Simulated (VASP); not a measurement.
Input of a VASP 6.6.1 run:

File INCAR:

```
SYSTEM = TePb
ALGO = Normal
EDIFF = 1E-8
ENCUT = 520
GGA = PS
ISIF = 2
ISMEAR = -1
LASPH = .TRUE.
LCHARG = .FALSE.
LEFG = .TRUE.
LREAL = .FALSE.
LWAVE = .FALSE.
NBANDS = 17
NELM = 80
PREC = Accurate
SIGMA = 0.03
```

File KPOINTS:

```
k-points
0
G
  10 10 10
  0 0 0
```

POSCAR

```
TePb
1.0
   -0.0645400000      3.1947300000      3.1947300000
    3.1947300000     -0.0645400000      3.1947300000
    3.1947300000      3.1947300000     -0.0645400000
Te Pb
1 1
Direct
    0.5000000000      0.5000000000      0.5000000000
    0.0000000000      0.0000000000      0.0000000000
```

Potentials or basis: VASP PAW PBE potentials, release 64 (Te, Pb_d).

Command:

```console
$ cat potpaw_PBE.64/Te/POTCAR potpaw_PBE.64/Pb_d/POTCAR > POTCAR
$ mpirun -np 1 vasp_std > vasp.out
```

**Question.** Predict the band gap on the k mesh.

**Answer.** 0.46 eV (least direct gap 0.64 eV).

**Question.** Predict the pressure.

**Answer.** -0.3 GPa.

Stress tensor (GPa, compression positive):
```
-0.25  0.29  0.29
 0.29 -0.25  0.29
 0.29  0.29 -0.25
```

Caveat: the cell differs from its parent crystal (equal xy, yz and zx shear strains of -2 %); without QUAD_EFG the Cq values of the log hold for a quadrupole moment of 1 mb, not for the nuclei; the PAW data sets were made with another functional, which shifts forces and pressure a little; spin-orbit coupling is left out, which moves the levels of the heavy elements. A k mesh can miss the band edges.
